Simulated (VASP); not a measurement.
Wanted: the native input for a VASP 6.6.1 run.

| Item | Value |
| --- | --- |
| Task | relaxation of cell and atoms |
| Functional | PBE |
| Potentials or basis | VASP PAW PBE potentials, release 64 (Mg, C) |
| Cutoff | 600 eV |
| k mesh | 4 × 4 × 4 |
| Occupations | gaussian, width 0.1 eV |
| Spin | no spin polarisation |
| Dipole correction | no |
| Further INCAR settings | ALGO = Normal; EDIFF = 1e-07; IBRION = 2; EDIFFG = -0.04; NSW = 90; ISIF = 3 |

The structure of Mg2C lies in POSCAR:

```
Mg2C
1.0
    4.1347563337     -2.3447509980      0.0000000000
    4.1347563337      2.3447509980      0.0000000000
    0.0000000000      0.0000000000      4.5666584926
Mg C
4 2
Direct
    0.8900000000      0.4500000000      0.2500000000
    0.5500000000      0.1100000000      0.2500000000
    0.4500000000      0.8900000000      0.7500000000
    0.1100000000      0.5500000000      0.7500000000
    0.7800000000      0.2200000000      0.7500000000
    0.2200000000      0.7800000000      0.2500000000
```

These files were run (other wordings do the same):

INCAR

```
PREC     = Accurate       # precision mode
ENCUT    = 600            # plane-wave cutoff, eV
EDIFF    = 1E-7           # SCF threshold, eV
ISMEAR   = 0              # smearing method
SIGMA    = 0.1            # smearing width, eV
LREAL    = F              # projectors in reciprocal space
LASPH    = T              # aspherical terms in the spheres
NELM     = 100            # most SCF steps
ALGO     = Normal         # electronic algorithm
ISIF     = 3              # what is computed and relaxed
LWAVE    = F              # write WAVECAR
LCHARG   = F              # write CHGCAR
GGA      = PE             # functional
IBRION   = 2              # ionic algorithm
NSW      = 90             # ionic steps
EDIFFG   = -0.04          # ionic threshold
```

KPOINTS

```
regular mesh
0
Gamma
  4 4 4
```

Potentials or basis: VASP PAW PBE potentials, release 64 (Mg, C).

The run is started by

```console
$ cat potpaw_PBE.64/Mg/POTCAR potpaw_PBE.64/C/POTCAR > POTCAR
$ mpirun -np 1 vasp_std > vasp.out
```

It gave:

```
Relaxed volume                        : 14.80 Å³/atom
Relaxed cell                          : a = 5.773 Å, b = 5.773 Å, c = 4.382 Å, α = 90.00°, β = 90.00°, γ = 37.44°
Space group after relaxing (to 0.1 Å) : Fmmm (No. 69)
Energy gained by relaxing             : 490.9 meV/atom
Ionic steps                           : 28
Pressure after relaxing               : -0.1 GPa
Largest force after relaxing          : 0.037 eV/Å
Band gap on the k mesh                : zero (bands 8 and 9 overlap by 2.16 eV)
```

Caveat: the k points lie up to 0.45 Å⁻¹ apart in the final cell, too coarse for converged energies and pressures of a metal; a cell axis changed by over 15 % at a fixed basis, so the end point is rough.

It took 8.8 min on 1 thread of Intel(R) Xeon(R) Platinum 8259CL CPU @ 2.50GHz (Skylake/Cascade Lake), with other jobs on the host, peak memory 0.26 GiB.
